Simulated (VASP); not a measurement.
# TiB (F-43m) in VASP: notebook

The runs below take TiB through single point, with PBEsol.

Program: VASP 6.6.1. These are calculated values, not measurements. Logs are shortened: lines on timing, memory, paths and dates and some standing lists are left out, and cuts for length are marked.

### Step 1. The cell of the first run

Symmetry: F-43m, No. 216, cubic system. The conventional cell has a = 4.955 Å, b = 4.955 Å, c = 4.955 Å, α = 90.00°, β = 90.00°, γ = 90.00°. Ti (site symmetry -43m) has 4 B at 2.15 Å within 2.8 Å. Within 2.8 Å of B (site symmetry -43m) lie 4 Ti at 2.15 Å.

### Step 2. Single point, PBEsol (volume scaled by 1.03)

INCAR reads:

```
PREC = Accurate ; ENCUT = 520
EDIFF = 1E-7 ; ISMEAR = 0
SIGMA = 0.1 ; LREAL = False
LASPH = True ; NELM = 80
ALGO = Normal ; ISIF = 2
LWAVE = False ; LCHARG = False
GGA = PS ; NBANDS = 14
```

KPOINTS reads:

```
regular mesh
0
Gamma
  14 14 14
```

POSCAR reads:

```
TiB
1.0
    0.0000000000      2.4776341068      2.4776341068
    2.4776341068      0.0000000000      2.4776341068
    2.4776341068      2.4776341068      0.0000000000
Ti B
1 1
Direct
    0.7500000000      0.7500000000      0.7500000000
    0.0000000000      0.0000000000      0.0000000000
```

Potentials or basis: VASP PAW PBE potentials, release 64 (Ti_sv, B).

Started as:

```sh
$ cat potpaw_PBE.64/Ti_sv/POTCAR potpaw_PBE.64/B/POTCAR > POTCAR
$ mpirun -np 1 vasp_std > vasp.out
```

OUTCAR:

```text
PREC = Accurate
   ENCUT = 520
   EDIFF = 1E-7
   ISMEAR = 0
   LREAL = False
   LASPH = True
   NELM = 80
   ISIF = 2
   GGA = PS

 ion  position               nearest neighbor table
   1  0.750  0.750  0.750-   2 2.15   2 2.15   2 2.15   2 2.15
   2  0.000  0.000  0.000-   1 2.15   1 2.15   1 2.15   1 2.15

  LATTYP: Found a face centered cubic cell.
 ALAT       =     4.9552682136

  Lattice vectors:

 A1 = (   0.0000000000,   2.4776341068,   2.4776341068)
 A2 = (   2.4776341068,   0.0000000000,   2.4776341068)
 A3 = (   2.4776341068,   2.4776341068,   0.0000000000)

Analysis of symmetry for initial positions (statically):
=====================================================================
 Subroutine PRICEL returns:
 Original cell was already a primitive cell.

 Routine SETGRP: Setting up the symmetry group for a
 face centered cubic supercell.

 Subroutine GETGRP returns: Found 24 space group operations
 (whereof 24 operations were pure point group operations)
 out of a pool of 48 trial point group operations.

The static configuration has the point symmetry T_d .

Analysis of symmetry for dynamics (positions and initial velocities):
=====================================================================
 Subroutine PRICEL returns:
 Original cell was already a primitive cell.

 Routine SETGRP: Setting up the symmetry group for a
 face centered cubic supercell.

 Subroutine GETGRP returns: Found 24 space group operations
 (whereof 24 operations were pure point group operations)
 out of a pool of 48 trial point group operations.

The dynamic configuration has the point symmetry T_d .

 Subroutine INISYM returns: Found 24 space group operations
 (whereof 24 operations are pure point group operations),
 and found     1 'primitive' translations

----------------------------------------------------------------------------------------

                                     Primitive cell

  volume of cell :      30.4188

  direct lattice vectors                    reciprocal lattice vectors
     0.000000000  2.477634107  2.477634107    -0.201805423  0.201805423  0.201805423
     2.477634107  0.000000000  2.477634107     0.201805423 -0.201805423  0.201805423
     2.477634107  2.477634107  0.000000000     0.201805423  0.201805423 -0.201805423

  length of vectors
     3.503903756  3.503903756  3.503903756     0.349537247  0.349537247  0.349537247

  position of ions in fractional coordinates (direct lattice)
     0.750000000  0.750000000  0.750000000
     0.000000000  0.000000000  0.000000000

  ion indices of the primitive-cell ions
   primitive index   ion index
                 1           1
                 2           2

----------------------------------------------------------------------------------------

 KPOINTS: regular mesh

Automatic generation of k-mesh.
 Grid dimensions read from file:
 generate k-points for:   14   14   14

 Generating k-lattice:

  Cartesian coordinates                     Fractional coordinates (reciprocal lattice)
    -0.014414673  0.014414673  0.014414673     0.071428571  0.000000000  0.000000000
     0.014414673 -0.014414673  0.014414673     0.000000000  0.071428571  0.000000000
     0.014414673  0.014414673 -0.014414673     0.000000000  0.000000000  0.071428571

  Length of vectors
     0.024966946  0.024966946  0.024966946

  Shift w.r.t. Gamma in fractional coordinates (k-lattice)
     0.000000000  0.000000000  0.000000000

 Subroutine IBZKPT returns following result:
 ===========================================

 Found    104 irreducible k-points:

 Following reciprocal coordinates:
            Coordinates               Weight
  0.000000  0.000000  0.000000      1.000000
  0.071429  0.000000  0.000000      8.000000
  0.142857  0.000000  0.000000      8.000000
  0.214286  0.000000  0.000000      8.000000
  0.285714  0.000000  0.000000      8.000000
  0.357143  0.000000  0.000000      8.000000
[... 16 lines left out ...]
  0.214286  0.142857  0.000000     24.000000
  0.285714  0.142857  0.000000     24.000000
 [... further k-points ...]
   k-points           NKPTS =    104   k-points in BZ     NKDIM =    104   number of bands    NBANDS=     14
   number of dos      NEDOS =    301   number of ions     NIONS =      2
   total plane-waves  NPLWV =  21952
   dimension x,y,z NGX =    28 NGY =   28 NGZ =   28
   dimension x,y,z NGXF=    56 NGYF=   56 NGZF=   56
   ions per type =               1   1
   NGX,Y,Z   is equivalent  to a cutoff of  13.28, 13.28, 13.28 a.u.
   NGXF,Y,Z  is equivalent  to a cutoff of  26.57, 26.57, 26.57 a.u.
 SYSTEM =  unknown system
   PREC   = accura    normal or accurate (medium, high low for compatibility)
   ISTART =      0    job   : 0-new  1-cont  2-samecut
   ICHARG =      2    charge: 1-file 2-atom 10-const
   ISPIN  =      1    spin polarized calculation?
   LNONCOLLINEAR =      F non collinear calculations
   LSORBIT =      F    spin-orbit coupling
   LASPH  =      T    aspherical Exc in radial PAW
   ENCUT  =  520.0 eV  38.22 Ry    6.18 a.u.   6.51  6.51  6.51*2*pi/ulx,y,z
   NELM   =     80;   NELMIN=  2; NELMDL= -5     # of ELM steps
   EDIFF  = 0.1E-06   stopping-criterion for ELM
   LREAL  =      F    real-space projection
   EDIFFG = 0.1E-05   stopping-criterion for IOM
   NSW    =      0    number of steps for IOM
   IBRION =     -1    ionic relax: 0-MD 1-quasi-New 2-CG
   NFREE  =      0    steps in history (QN), initial steepest desc. (CG)
   ISIF   =      2    stress and relaxation
   ISYM   =      2    0-nonsym 1-usesym 2-fastsym
   POTIM  = 0.5000    time-step for ionic-motion
   TEBEG  =    0.0;   TEEND  =   0.0 temperature during run
   PSTRESS=    0.0 pullay stress
   NELECT =      15.0000    total number of electrons
   NUPDOWN=      -1.0000    fix difference up-down
   EMIN   =  10.00;   EMAX   =-10.00  energy-range for DOS
   EFERMI =   0.00;   METHOD = LEGACY
   ISMEAR =     0;   SIGMA  =   0.10  broadening in eV -4-tet -1-fermi 0-gaus
   EFERMI_NEDOS =   21; number of points for ismear=-14 and -15
   IALGO  =     38    algorithm
   IMIX   =      4    mixing-type and parameters
     AMIX     =   0.40;   BMIX     =  1.00
     AMIX_MAG =   1.60;   BMIX_MAG =  1.00
  volume/ion in A,a.u.               =      15.21       102.64
  Fermi-wavevector in a.u.,A,eV,Ry     =   1.293376  2.444126 22.760113  1.672821
  Thomas-Fermi vector in A             =   2.425025
   LORBIT       =      0    0 simple, 1 ext, 2 COOP (PROOUT), +10 PAW based schemes
   GGA     = PS    functional components
   LHFCALC =     F    Hartree Fock is set to
   AEXX    =    0.0000 exact exchange contribution
   IVDW    =     0    specifies the selected vdW correction
   LEPSILON=     F    determine dielectric tensor
   LRPA    =     F    only Hartree local field effects (RPA)
 non-spin polarized calculation
 Gauss-broadening in eV      SIGMA  =   0.10
  energy-cutoff  :      520.00
  volume of cell :       30.42
 maximum number of plane-waves:       869
 NGX is ok and might be reduce to    28
   NGX = 13   NGY = 13   NGZ = 13

 number of electron      15.0000003 magnetization

 Free energy of the ion-electron system (eV)
  ---------------------------------------------------
  ext. energy  EPLUGINS =         0.00000000
  ---------------------------------------------------
  free energy    TOTEN  =       -13.82320869 eV

  energy without entropy =      -13.81471459  energy(sigma->0) =      -13.81896164

 E-fermi :   4.5308     XC(G=0): -10.5883

 val. band max:        4.5169457411   @ k =   0.5000   0.2857   0.1429
 cond. band min:       4.5353819747   @ k =   0.4286   0.2857   0.0714
 fundamental gap:      0.0184362336
 Fermi energy:         4.5308417680

 k-point     1 :       0.0000    0.0000    0.0000
  band No.  band energies     occupation
      1     -51.4012      2.00000
      2     -27.7162      2.00000
      3     -27.7162      2.00000
      4     -27.7162      2.00000
      5      -3.1924      2.00000
      6       3.5560      2.00000
      7       3.5560      2.00000
      8       3.5560      2.00000
      9       6.6568      0.00000
     10       6.6568      0.00000
     11      12.6504      0.00000
     12      12.9806      0.00000
     13      12.9806      0.00000
     14      12.9806      0.00000

 k-point     2 :       0.0714    0.0000    0.0000
  band No.  band energies     occupation
      1     -51.4005      2.00000
      2     -27.7226      2.00000
      3     -27.7172      2.00000
      4     -27.7172      2.00000
      5      -3.1075      2.00000
      6       3.4862      2.00000
      7       3.5902      2.00000
      8       3.5902      2.00000
      9       6.6327      0.00000
     10       6.6327      0.00000
     11      12.5568      0.00000
     12      12.9164      0.00000
     13      12.9164      0.00000
     14      12.9596      0.00000

 k-point     3 :       0.1429    0.0000    0.0000
  band No.  band energies     occupation
      1     -51.3988      2.00000
      2     -27.7405      2.00000
      3     -27.7200      2.00000
      4     -27.7200      2.00000
      5      -2.8595      2.00000
      6       3.2974      2.00000
      7       3.6815      2.00000
      8       3.6815      2.00000
      9       6.5825      0.00000
     10       6.5825      0.00000
     11      11.8470      0.00000
     12      12.7190      0.00000
     13      12.7190      0.00000
     14      13.3682      0.00000
[... 324 lines left out ...]
 k-point    23 :       0.2143    0.1429    0.0000
  band No.  band energies     occupation
      1     -51.3961      2.00000
      2     -27.7565      2.00000
      3     -27.7304      2.00000
      4     -27.7293      2.00000
      5      -2.4605      2.00000
      6       3.0051      2.00000
      7       3.8637      2.00000
      8       3.8799      2.00000
      9       6.1362      0.00000
     10       6.8299      0.00000
     11      11.4073      0.00000
     12      11.7417      0.00000
     13      12.3583      0.00000
     14      13.7270      0.00000

 k-point    24 :       0.2857    0.1429    0.0000
  band No.  band energies     occupation
      1     -51.3937      2.00000
      2     -27.7798      2.00000
      3     -27.7353      2.00000
      4     -27.7337      2.00000
      5      -2.0490      2.00000
      6       2.7998      2.00000
      7       3.9339      2.00000
      8       4.0090      2.00000
      9       6.1022      0.00000
     10       6.8933      0.00000
     11      10.3073      0.00000
     12      11.2992      0.00000
     13      12.0390      0.00000
     14      14.2874      0.00000

 [... further k-points ...]
[... 5 lines left out ...]
  --------------------------------------------------------------------------------------
  -------------------------------------------------------------------------------------
  Total       -0.5586952     -0.5586952     -0.5586952      0.0000000      0.0000000     -0.0000000
  in kB      -29.4268646    -29.4268646    -29.4268646      0.0000000      0.0000000     -0.0000000
  external PRESSURE =     -29.4268646 kB  Pullay stress =       0.0000000 kB

 VOLUME and BASIS-vectors are now :
 -----------------------------------------------------------------------------
  energy-cutoff  :      520.00
  volume of cell :       30.42
      direct lattice vectors                 reciprocal lattice vectors
     0.000000000  2.477634107  2.477634107    -0.201805423  0.201805423  0.201805423
     2.477634107  0.000000000  2.477634107     0.201805423 -0.201805423  0.201805423
     2.477634107  2.477634107  0.000000000     0.201805423  0.201805423 -0.201805423

 POSITION                                       TOTAL-FORCE (eV/Angst)
 -----------------------------------------------------------------------------------
      3.71645      3.71645      3.71645        -0.000000     -0.000000     -0.000000
      0.00000      0.00000      0.00000         0.000000      0.000000      0.000000
 -----------------------------------------------------------------------------------
    total drift:                                0.000001      0.000001      0.000001

  FREE ENERGIE OF THE ION-ELECTRON SYSTEM (eV)
  ---------------------------------------------------
  free  energy   TOTEN  =       -13.8232086910 eV

  energy  without entropy=      -13.8147145879  energy(sigma->0) =      -13.81896164
```

Run time: 21 s. Hardware: 1 thread of Intel Xeon 6975P-C (Granite Rapids), shared host; peak memory 0.19 GiB.

Results:

```
Free energy : -13.8232 eV
Pressure    : -2.9 GPa
```

Caveat: the PAW data sets were made with another functional, which shifts forces and pressure a little.

### Step 3. Single point, PBEsol (volume scaled by 1.06)

INCAR reads:

```
SYSTEM = TiB
ALGO = Normal
EDIFF = 1E-6
ENCUT = 520
GGA = PS
ISIF = 2
ISMEAR = 0
LASPH = .True.
LCHARG = .False.
LREAL = .False.
LWAVE = .False.
NBANDS = 14
NELM = 80
PREC = Accurate
SIGMA = 0.1
```

KPOINTS reads:

```
k-points
0
Gamma
  14 14 14
  0 0 0
```

POSCAR reads:

```
TiB
1.0
    0.0000000000      2.5014589732      2.5014589732
    2.5014589732      0.0000000000      2.5014589732
    2.5014589732      2.5014589732      0.0000000000
Ti B
1 1
Direct
    0.7500000000      0.7500000000      0.7500000000
    0.0000000000      0.0000000000      0.0000000000
```

Potentials or basis: VASP PAW PBE potentials, release 64 (Ti_sv, B).

Started as:

```sh
$ cat potpaw_PBE.64/Ti_sv/POTCAR potpaw_PBE.64/B/POTCAR > POTCAR
$ mpirun -np 1 vasp_std > vasp.out
```

OUTCAR:

```text
SYSTEM = TiB
   EDIFF = 1E-6
   ENCUT = 520
   GGA = PS
   ISIF = 2
   ISMEAR = 0
   LASPH = .True.
   LREAL = .False.
   NELM = 80
   PREC = Accurate

 ion  position               nearest neighbor table
   1  0.750  0.750  0.750-   2 2.17   2 2.17   2 2.17   2 2.17
   2  0.000  0.000  0.000-   1 2.17   1 2.17   1 2.17   1 2.17

  LATTYP: Found a face centered cubic cell.
 ALAT       =     5.0029179464

  Lattice vectors:

 A1 = (   0.0000000000,   2.5014589732,   2.5014589732)
 A2 = (   2.5014589732,   0.0000000000,   2.5014589732)
 A3 = (   2.5014589732,   2.5014589732,   0.0000000000)

Analysis of symmetry for initial positions (statically):
=====================================================================
 Subroutine PRICEL returns:
 Original cell was already a primitive cell.

 Routine SETGRP: Setting up the symmetry group for a
 face centered cubic supercell.

 Subroutine GETGRP returns: Found 24 space group operations
 (whereof 24 operations were pure point group operations)
 out of a pool of 48 trial point group operations.

The static configuration has the point symmetry T_d .

Analysis of symmetry for dynamics (positions and initial velocities):
[... 168 lines left out ...]
      1     -51.6982      2.00000
      2     -28.0121      2.00000
      3     -28.0121      2.00000
      4     -28.0121      2.00000
      5      -3.3258      2.00000
      6       3.3744      2.00000
      7       3.3744      2.00000
      8       3.3744      2.00000
      9       6.3767      0.00000
     10       6.3767      0.00000
     11      12.2232      0.00000
     12      12.5369      0.00000
     13      12.5369      0.00000
     14      12.5369      0.00000
[... 377 lines left out ...]
      1     -51.6917      2.00000
      2     -28.0687      2.00000
      3     -28.0291      2.00000
      4     -28.0277      2.00000
      5      -2.2153      2.00000
      6       2.6266      2.00000
      7       3.7377      2.00000
      8       3.8097      2.00000
      9       5.8492      0.00000
     10       6.6030      0.00000
     11       9.9095      0.00000
     12      10.8827      0.00000
     13      11.5915      0.00000
     14      13.8413      0.00000

 [... further k-points ...]
[... 5 lines left out ...]
  --------------------------------------------------------------------------------------
  -------------------------------------------------------------------------------------
  Total       -1.0972040     -1.0972040     -1.0972040      0.0000000     -0.0000000      0.0000000
  in kB      -56.1549210    -56.1549210    -56.1549210      0.0000000     -0.0000000      0.0000000
  external PRESSURE =     -56.1549210 kB  Pullay stress =       0.0000000 kB

 VOLUME and BASIS-vectors are now :
 -----------------------------------------------------------------------------
  energy-cutoff  :      520.00
  volume of cell :       31.30
      direct lattice vectors                 reciprocal lattice vectors
     0.000000000  2.501458973  2.501458973    -0.199883350  0.199883350  0.199883350
     2.501458973  0.000000000  2.501458973     0.199883350 -0.199883350  0.199883350
     2.501458973  2.501458973  0.000000000     0.199883350  0.199883350 -0.199883350

 POSITION                                       TOTAL-FORCE (eV/Angst)
 -----------------------------------------------------------------------------------
      3.75219      3.75219      3.75219         0.000000     -0.000000      0.000000
      0.00000      0.00000      0.00000        -0.000000      0.000000     -0.000000
 -----------------------------------------------------------------------------------
    total drift:                                0.000001      0.000001      0.000001

  FREE ENERGIE OF THE ION-ELECTRON SYSTEM (eV)
  ---------------------------------------------------
  free  energy   TOTEN  =       -13.7998063930 eV

  energy  without entropy=      -13.7910146483  energy(sigma->0) =      -13.79541052
```

Wall time 20 s (1 thread of Intel Xeon 6975P-C (Granite Rapids), shared host); peak memory 0.19 GiB.

What came out:

```
Free energy : -13.7998 eV
Pressure    : -5.6 GPa
```

Caveat: the PAW data sets were made with another functional, which shifts forces and pressure a little.

### Step 4. Single point, PBEsol (volume scaled by 1.10)

INCAR reads:

```
ALGO = Normal ; EDIFF = 1E-6
ENCUT = 520 ; GGA = PS
ISIF = 2 ; ISMEAR = 0
LASPH = T ; LCHARG = T
LELF = T ; LREAL = F
LVHAR = T ; LWAVE = F
NBANDS = 14 ; NELM = 80
PREC = Accurate ; SIGMA = 0.1
```

KPOINTS reads:

```
k-points
0
Gamma
  14 14 14
```

POSCAR reads:

```
TiB
1.0
    0.0000000000      2.5325361754      2.5325361754
    2.5325361754      0.0000000000      2.5325361754
    2.5325361754      2.5325361754      0.0000000000
Ti B
1 1
Direct
    0.7500000000      0.7500000000      0.7500000000
    0.0000000000      0.0000000000      0.0000000000
```

Started as:

```sh
$ cat potpaw_PBE.64/Ti_sv/POTCAR potpaw_PBE.64/B/POTCAR > POTCAR
$ mpirun -np 1 vasp_std > vasp.out
```

Run time: 20 s. Hardware: 1 thread of Intel Xeon 6975P-C (Granite Rapids), shared host; peak memory 0.18 GiB.

Results (log left out):

- Free energy: -13.7478 eV
- Pressure: -8.6 GPa

Levels at points of the mesh, in eV from the Fermi level:
```csv
k point,band 6,band 7,band 8,band 9,band 10,band 11
"(0.00, 0.00, 0.00)",-0.89,-0.89,-0.89,1.99,1.99,7.65
"(0.50, 0.00, 0.00)",-2.22,-0.49,-0.49,2.35,2.35,2.95
"(0.50, 0.50, 0.00)",-2.63,0.64,0.79,0.79,2.61,3.52
```

Caveat: the PAW data sets were made with another functional, which shifts forces and pressure a little.

### Step 5. Summary

```tsv
cell	gap on the mesh (eV)	pressure (GPa)
a = 3.504 Å, angles 60.0°, 2 atoms	none	-2.9
a = 3.538 Å, angles 60.0°, 2 atoms	none	-5.6
a = 3.582 Å, angles 60.0°, 2 atoms	none	-8.6
```

Alike in all rows: task single point; level PBEsol; potentials or basis VASP PAW PBE potentials, release 64 (Ti_sv, B); no spin polarisation; k mesh 14 × 14 × 14; cutoff (eV) 520; smearing gaussian 0.1 eV.

Caveats: the PAW data sets were made with another functional, which shifts forces and pressure a little.

Total energies depend on the potentials used, so only differences within one code and one set of settings carry meaning.
